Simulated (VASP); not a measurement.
# BaAg2As2 (I4/mmm) in VASP: single point with PBE

Aim: the single point of BaAg2As2 with PBE.

Everything below comes from runs of VASP 6.6.1. Logs are shortened: lines on timing, memory, paths and dates and some standing lists are left out, and cuts for length are marked.

### Step 1. The cell of the first run

Symmetry: I4/mmm, No. 139, tetragonal system. The conventional cell has a = 4.583 Å, b = 4.583 Å, c = 11.799 Å, α = 90.00°, β = 90.00°, γ = 90.00°. Within 4.9 Å of Ba (site symmetry 4/mmm) lie 10 As at 3.70 to 4.10 Å and 8 Ag at 3.74 Å and 4 Ba at 4.58 Å. Within 3.4 Å of Ag (site symmetry -4m2) lie 4 As at 2.57 Å and 4 Ag at 3.24 Å. Within 3.4 Å of As (site symmetry 4mm) lie 4 Ag at 2.57 Å.

### Step 2. Single point, PBE (strained and its atoms moved)

INCAR reads:

```
SYSTEM = BaAg2As2
ALGO = Fast
EDIFF = 1E-7
ENCUT = 520
GGA = PE
ISIF = 2
ISMEAR = 0
LASPH = .TRUE.
LCHARG = .TRUE.
LELF = .TRUE.
LREAL = .FALSE.
LVHAR = .TRUE.
LWAVE = .FALSE.
NBANDS = 29
NELM = 80
PREC = Accurate
SIGMA = 0.1
```

KPOINTS reads:

```
k-points
0
G
  12 12 12
  0 0 0
```

POSCAR reads:

```
BaAg2As2
1.0
   -2.2914236625      2.2914236625      5.8994225280
    2.2914236625     -2.2914236625      5.8994225280
    2.2914236625      2.2914236625     -5.8994225280
Ba Ag As
1 2 2
Direct
    0.0000000000      0.0000000000      0.0000000000
    0.7500000000      0.2500000000      0.5000000000
    0.2500000000      0.7500000000      0.5000000000
    0.3478258919      0.3478258919      0.0000000000
    0.6521741081      0.6521741081      0.0000000000
```

Potentials or basis: VASP PAW PBE potentials, release 64 (Ba_sv, Ag, As).

Started as:

```console
$ cat potpaw_PBE.64/Ba_sv/POTCAR potpaw_PBE.64/Ag/POTCAR potpaw_PBE.64/As/POTCAR > POTCAR
$ mpirun -np 1 vasp_std > vasp.out
```

OUTCAR:

```text
SYSTEM = BaAg2As2
   EDIFF = 1E-7
   ENCUT = 520
   GGA = PE
   ISIF = 2
   ISMEAR = 0
   LASPH = .TRUE.
   LREAL = .FALSE.
   NELM = 80
   PREC = Accurate

 ion  position               nearest neighbor table
   1  0.000  0.000  0.000-   5 3.70   5 3.70   5 3.70   4 3.70   5 3.70   4 3.70   4 3.70   4 3.70
                             2 3.74   3 3.74   2 3.74   3 3.74   2 3.74   2 3.74   3 3.74   3 3.74
   2  0.750  0.250  0.500-   5 2.57   4 2.57   4 2.57   5 2.57   3 3.24   3 3.24   3 3.24   3 3.24
                             1 3.74   1 3.74   1 3.74   1 3.74
   3  0.250  0.750  0.500-   5 2.57   4 2.57   4 2.57   5 2.57   2 3.24   2 3.24   2 3.24   2 3.24
                             1 3.74   1 3.74   1 3.74   1 3.74
   4  0.348  0.348  0.000-   2 2.57   3 2.57   3 2.57   2 2.57   1 3.70   1 3.70   1 3.70   1 3.70

   5  0.652  0.652  0.000-   2 2.57   3 2.57   3 2.57   2 2.57   1 3.70   1 3.70   1 3.70   1 3.70

  LATTYP: Found a body centered tetragonal cell.
 ALAT       =     4.5828473250
 C/A-ratio  =     2.5745664691

  Lattice vectors:

 A1 = (  -2.2914236625,   2.2914236625,   5.8994225280)
 A2 = (   2.2914236625,  -2.2914236625,   5.8994225280)
 A3 = (   2.2914236625,   2.2914236625,  -5.8994225280)

Analysis of symmetry for initial positions (statically):
=====================================================================
 Subroutine PRICEL returns:
 Original cell was already a primitive cell.

 Routine SETGRP: Setting up the symmetry group for a
 body centered tetragonal supercell.

 Subroutine GETGRP returns: Found 16 space group operations
 (whereof 16 operations were pure point group operations)
 out of a pool of 16 trial point group operations.

The static configuration has the point symmetry D_4h.

Analysis of symmetry for dynamics (positions and initial velocities):
=====================================================================
 Subroutine PRICEL returns:
 Original cell was already a primitive cell.

 Routine SETGRP: Setting up the symmetry group for a
 body centered tetragonal supercell.

 Subroutine GETGRP returns: Found 16 space group operations
 (whereof 16 operations were pure point group operations)
 out of a pool of 16 trial point group operations.

The dynamic configuration has the point symmetry D_4h.

 Subroutine INISYM returns: Found 16 space group operations
 (whereof 16 operations are pure point group operations),
 and found     1 'primitive' translations

----------------------------------------------------------------------------------------

                                     Primitive cell

  volume of cell :     123.9026

  direct lattice vectors                    reciprocal lattice vectors
    -2.291423663  2.291423663  5.899422528     0.000000000  0.218204956  0.084754058
     2.291423663 -2.291423663  5.899422528     0.218204956  0.000000000  0.084754058
     2.291423663  2.291423663 -5.899422528     0.218204956  0.218204956  0.000000000

  length of vectors
     6.730856629  6.730856629  6.730856629     0.234086850  0.234086850  0.308588408

  position of ions in fractional coordinates (direct lattice)
     0.000000000  0.000000000  0.000000000
     0.750000000  0.250000000  0.500000000
     0.250000000  0.750000000  0.500000000
     0.347825892  0.347825892  0.000000000
     0.652174108  0.652174108  0.000000000

  ion indices of the primitive-cell ions
   primitive index   ion index
                 1           1
                 2           2
                 3           3
                 4           4
                 5           5

----------------------------------------------------------------------------------------

 KPOINTS: k-points

Automatic generation of k-mesh.
 Grid dimensions read from file:
 generate k-points for:   12   12   12

 Generating k-lattice:

  Cartesian coordinates                     Fractional coordinates (reciprocal lattice)
     0.000000000  0.018183746  0.007062838     0.083333333 -0.000000000  0.000000000
     0.018183746  0.000000000  0.007062838    -0.000000000  0.083333333  0.000000000
     0.018183746  0.018183746  0.000000000     0.000000000  0.000000000  0.083333333

  Length of vectors
     0.019507237  0.019507237  0.025715701

  Shift w.r.t. Gamma in fractional coordinates (k-lattice)
     0.000000000  0.000000000  0.000000000

 Subroutine IBZKPT returns following result:
 ===========================================

 Found    163 irreducible k-points:

 Following reciprocal coordinates:
            Coordinates               Weight
  0.000000  0.000000  0.000000      1.000000
  0.083333  0.000000 -0.000000      8.000000
  0.166667  0.000000  0.000000      8.000000
  0.250000  0.000000 -0.000000      8.000000
  0.333333  0.000000 -0.000000      8.000000
  0.416667  0.000000 -0.000000      8.000000
[... 16 lines left out ...]
  0.500000  0.166667 -0.000000     16.000000
 -0.416667  0.166667  0.000000     16.000000
 [... further k-points ...]
   k-points           NKPTS =    163   k-points in BZ     NKDIM =    163   number of bands    NBANDS=     29
   number of dos      NEDOS =    301   number of ions     NIONS =      5
   total plane-waves  NPLWV = 125000
   dimension x,y,z NGX =    50 NGY =   50 NGZ =   50
   dimension x,y,z NGXF=   100 NGYF=  100 NGZF=  100
   ions per type =               1   2   2
   NGX,Y,Z   is equivalent  to a cutoff of  12.35, 12.35, 12.35 a.u.
   NGXF,Y,Z  is equivalent  to a cutoff of  24.70, 24.70, 24.70 a.u.
 SYSTEM =  BaAg2As2
   PREC   = accura    normal or accurate (medium, high low for compatibility)
   ISTART =      0    job   : 0-new  1-cont  2-samecut
   ICHARG =      2    charge: 1-file 2-atom 10-const
   ISPIN  =      1    spin polarized calculation?
   LNONCOLLINEAR =      F non collinear calculations
   LSORBIT =      F    spin-orbit coupling
   LASPH  =      T    aspherical Exc in radial PAW
   ENCUT  =  520.0 eV  38.22 Ry    6.18 a.u.  12.51 12.51 12.51*2*pi/ulx,y,z
   NELM   =     80;   NELMIN=  2; NELMDL= -5     # of ELM steps
   EDIFF  = 0.1E-06   stopping-criterion for ELM
   LREAL  =      F    real-space projection
   EDIFFG = 0.1E-05   stopping-criterion for IOM
   NSW    =      0    number of steps for IOM
   IBRION =     -1    ionic relax: 0-MD 1-quasi-New 2-CG
   NFREE  =      0    steps in history (QN), initial steepest desc. (CG)
   ISIF   =      2    stress and relaxation
   ISYM   =      2    0-nonsym 1-usesym 2-fastsym
   POTIM  = 0.5000    time-step for ionic-motion
   TEBEG  =    0.0;   TEEND  =   0.0 temperature during run
   PSTRESS=    0.0 pullay stress
   NELECT =      42.0000    total number of electrons
   NUPDOWN=      -1.0000    fix difference up-down
   EMIN   =  10.00;   EMAX   =-10.00  energy-range for DOS
   EFERMI =   0.00;   METHOD = LEGACY
   ISMEAR =     0;   SIGMA  =   0.10  broadening in eV -4-tet -1-fermi 0-gaus
   EFERMI_NEDOS =   21; number of points for ismear=-14 and -15
   IALGO  =     68    algorithm
   IMIX   =      4    mixing-type and parameters
     AMIX     =   0.40;   BMIX     =  1.00
     AMIX_MAG =   1.60;   BMIX_MAG =  1.00
  volume/ion in A,a.u.               =      24.78       167.23
  Fermi-wavevector in a.u.,A,eV,Ry     =   1.141470  2.157066 17.727762  1.302954
  Thomas-Fermi vector in A             =   2.278170
   LORBIT       =      0    0 simple, 1 ext, 2 COOP (PROOUT), +10 PAW based schemes
   GGA     = PE    functional components
   LHFCALC =     F    Hartree Fock is set to
   AEXX    =    0.0000 exact exchange contribution
   IVDW    =     0    specifies the selected vdW correction
   LEPSILON=     F    determine dielectric tensor
   LRPA    =     F    only Hartree local field effects (RPA)
 non-spin polarized calculation
 RMM-DIIS sequential band-by-band and
 Gauss-broadening in eV      SIGMA  =   0.10
  energy-cutoff  :      520.00
  volume of cell :      123.90
 maximum number of plane-waves:      3373
   NGX = 25   NGY = 25   NGZ = 25

 number of electron      42.0000003 magnetization

 Free energy of the ion-electron system (eV)
  ---------------------------------------------------
  ext. energy  EPLUGINS =         0.00000000
  ---------------------------------------------------
  free energy    TOTEN  =       -18.34740376 eV

  energy without entropy =      -18.33512222  energy(sigma->0) =      -18.34126299

 E-fermi :   5.0282     XC(G=0):  -9.9475

 val. band max:        5.0278209716   @ k =   0.1667   0.0833  -0.0000
 cond. band min:       5.0322140993   @ k =  -0.3333   0.4167   0.2500
 fundamental gap:      0.0043931277
 Fermi energy:         5.0282086548

 k-point     1 :       0.0000    0.0000    0.0000
  band No.  band energies     occupation
      1     -23.1810      2.00000
      2      -8.4580      2.00000
      3      -8.2967      2.00000
      4      -8.2967      2.00000
      5      -6.7916      2.00000
      6      -5.6628      2.00000
[... 21 lines left out ...]
     28       9.2903      0.00000
     29       9.7782      0.00000

 k-point     2 :       0.0833    0.0000   -0.0000
  band No.  band energies     occupation
      1     -23.1803      2.00000
      2      -8.4574      2.00000
      3      -8.3224      2.00000
      4      -8.2948      2.00000
      5      -6.7410      2.00000
      6      -5.6676      2.00000
[... 21 lines left out ...]
     28       9.2324      0.00000
     29       9.7075      0.00000

 k-point     3 :       0.1667    0.0000    0.0000
  band No.  band energies     occupation
      1     -23.1783      2.00000
      2      -8.4566      2.00000
      3      -8.3855      2.00000
      4      -8.2898      2.00000
      5      -6.6053      2.00000
      6      -5.6832      2.00000
[... 21 lines left out ...]
     28       9.1436      0.00000
     29       9.4773      0.00000

 k-point     4 :       0.2500    0.0000   -0.0000
  band No.  band energies     occupation
      1     -23.1756      2.00000
      2      -8.4815      2.00000
      3      -8.4343      2.00000
      4      -8.2829      2.00000
      5      -6.4207      2.00000
      6      -5.7121      2.00000
[... 21 lines left out ...]
     28       9.2679      0.00000
     29       9.3590      0.00000

 k-point     5 :       0.3333    0.0000   -0.0000
  band No.  band energies     occupation
      1     -23.1730      2.00000
      2      -8.5472      2.00000
      3      -8.4321      2.00000
      4      -8.2761      2.00000
      5      -6.2260      2.00000
      6      -5.7576      2.00000
[... 21 lines left out ...]
     28       9.3769      0.00000
     29      10.1398      0.00000
[... 510 lines left out ...]
     28       9.5494      0.00000
     29      10.1309      0.00000

 k-point    22 :       0.4167    0.1667   -0.0000
  band No.  band energies     occupation
      1     -23.1685      2.00000
      2      -8.5642      2.00000
      3      -8.4226      2.00000
      4      -8.3279      2.00000
      5      -5.9800      2.00000
      6      -5.8063      2.00000
[... 21 lines left out ...]
     28       9.6362      0.00000
     29      10.2708      0.00000

 k-point    23 :       0.5000    0.1667   -0.0000
  band No.  band energies     occupation
      1     -23.1678      2.00000
      2      -8.5810      2.00000
      3      -8.4142      2.00000
      4      -8.3250      2.00000
      5      -5.9136      2.00000
      6      -5.8421      2.00000
[... 21 lines left out ...]
     28       9.7969      0.00000
     29      10.1164      0.00000

 k-point    24 :      -0.4167    0.1667    0.0000
  band No.  band energies     occupation
      1     -23.1685      2.00000
      2      -8.5664      2.00000
      3      -8.4118      2.00000
      4      -8.3282      2.00000
      5      -6.0294      2.00000
      6      -5.7626      2.00000
[... 21 lines left out ...]
     28       9.4650      0.00000
     29      10.4115      0.00000

 [... further k-points ...]

------------------------ aborting loop because EDIFF is reached ----------------------------------------

  FORCE on cell =-STRESS in cart. coord.  units (eV):
  Direction    XX          YY          ZZ          XY          YZ          ZX
  --------------------------------------------------------------------------------------
  -------------------------------------------------------------------------------------
  Total        3.3380262      3.3380262      1.8432228      0.0000000      0.0000000      0.0000000
  in kB       43.1638372     43.1638372     23.8346144      0.0000000      0.0000000      0.0000000
  external PRESSURE =      36.7207629 kB  Pullay stress =       0.0000000 kB

 VOLUME and BASIS-vectors are now :
 -----------------------------------------------------------------------------
  energy-cutoff  :      520.00
  volume of cell :      123.90
      direct lattice vectors                 reciprocal lattice vectors
    -2.291423663  2.291423663  5.899422528     0.000000000  0.218204956  0.084754058
     2.291423663 -2.291423663  5.899422528     0.218204956  0.000000000  0.084754058
     2.291423663  2.291423663 -5.899422528     0.218204956  0.218204956  0.000000000

 POSITION                                       TOTAL-FORCE (eV/Angst)
 -----------------------------------------------------------------------------------
      0.00000      0.00000      0.00000         0.000000      0.000000      0.000000
     -0.00000      2.29142      2.94971         0.000000      0.000000      0.000000
      2.29142     -0.00000      2.94971         0.000000      0.000000      0.000000
      0.00000      0.00000      4.10394        -0.000000     -0.000000      1.856464
      0.00000      0.00000      7.69490         0.000000      0.000000     -1.856464
 -----------------------------------------------------------------------------------
    total drift:                               -0.000000     -0.000000     -0.000000

  FREE ENERGIE OF THE ION-ELECTRON SYSTEM (eV)
  ---------------------------------------------------
  free  energy   TOTEN  =       -18.3474037633 eV

  energy  without entropy=      -18.3351222224  energy(sigma->0) =      -18.34126299
```

Run time: 40 min. Hardware: 1 thread of Intel Xeon 8259CL, shared host; peak memory 0.79 GiB.

What came out:

```
Free energy            : -18.3474 eV
Pressure               : 3.7 GPa
Largest force          : 1.856 eV/Å
Band gap on the k mesh : zero (bands 21 and 22 overlap by 1.76 eV)
```

Forces on the atoms (eV/Å):
```
Ba   0.000  0.000  0.000
Ag   0.000  0.000  0.000
Ag   0.000  0.000  0.000
As   0.000  0.000  1.856
As   0.000  0.000 -1.856
```

Stress tensor (GPa, compression positive):
```
4.32 0.00 0.00
0.00 4.32 0.00
0.00 0.00 2.38
```

Levels at points of the mesh, in eV from the Fermi level:
```
           k point  band 17  band 18  band 19  band 20  band 21  band 22  band 23  band 24  band 25  band 26
(0.00, 0.00, 0.00)    -2.82    -2.43    -2.43     0.50     0.50     0.68     1.33     1.44     1.87     3.96
(0.50, 0.00, 0.00)    -3.49    -3.34    -0.86    -0.35    -0.23     0.10     1.26     2.67     2.84     2.97
(0.50, 0.50, 0.00)    -3.16    -3.07    -2.97    -1.80    -1.43    -0.98     2.68     4.43     4.52     4.97
(0.50, 0.50, 0.50)    -2.24    -2.24    -1.25    -0.47     0.35     0.79     0.79     1.36     3.76     3.76
```

Caveat: the cell differs from its parent crystal (strained and its atoms moved); the cell stands under pressure; spin-orbit coupling is left out, which moves the levels of the heavy elements; forces of over 1 eV/Å act on the atoms, so gaps and moduli don't describe the material at rest.
